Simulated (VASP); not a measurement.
Write the native input for VASP 6.6.1 that does the following.

| Item | Value |
| --- | --- |
| Task | single point |
| Functional | r2SCAN |
| Potentials or basis | VASP PAW PBE potentials, release 64 (Au, Zn) |
| Cutoff | 520 eV |
| k mesh | 6 × 6 × 6 |
| Occupations | methfessel-paxton, width 0.01 eV |
| Spin | no spin polarisation |
| Dipole correction | no |
| Further INCAR settings | ALGO = Normal; EDIFF = 1e-07; NBANDS = 18 |

The system is ZnAu.

```
CELL_PARAMETERS angstrom
3.12195 0.00000 0.00000
0.00000 3.12195 0.00000
0.00000 0.00000 3.12195
ATOMIC_POSITIONS crystal
Au 0.00000 0.00000 0.00000
Zn 0.50000 0.50000 0.50000
```

These files were run (other wordings do the same):

POSCAR

```
ZnAu
1.0
    3.1219540000      0.0000000000      0.0000000000
    0.0000000000      3.1219540000      0.0000000000
    0.0000000000      0.0000000000      3.1219540000
Au Zn
1 1
Direct
    0.0000000000      0.0000000000      0.0000000000
    0.5000000000      0.5000000000      0.5000000000
```

INCAR.step1

```
PREC = Accurate ; ENCUT = 520
ISMEAR = 1 ; SIGMA = 0.01
LREAL = False ; LASPH = True
NELM = 60 ; NBANDS = 18
GGA = PE ; ALGO = Normal
EDIFF = 1E-4 ; LWAVE = True
LCHARG = False
```

INCAR.step2

```
PREC = Accurate ; ENCUT = 520
EDIFF = 1E-7 ; ISMEAR = 1
SIGMA = 0.01 ; LREAL = False
LASPH = True ; NELM = 60
ALGO = Normal ; ISIF = 2
LWAVE = False ; LCHARG = False
METAGGA = R2SCAN ; LMIXTAU = True
NBANDS = 18 ; ISTART = 1
```

KPOINTS

```
regular mesh
0
Gamma
  6 6 6
```

Potentials or basis: VASP PAW PBE potentials, release 64 (Au, Zn).

Command:

```bash
$ cat potpaw_PBE.64/Au/POTCAR potpaw_PBE.64/Zn/POTCAR > POTCAR
$ cp INCAR.step1 INCAR
$ mpirun -np 1 vasp_std > vasp.out
$ cp INCAR.step2 INCAR
$ mpirun -np 1 vasp_std > vasp.out
```

Results of the run:

```json
{
  "Pressure": "3.5 GPa"
}
```

Caveat: the PAW data sets were made with another functional, which shifts forces and pressure a little.

It took 28 s on 1 thread of Intel(R) Xeon(R) Platinum 8259CL CPU @ 2.50GHz (Skylake/Cascade Lake) (shared host), peak memory 0.15 GiB.
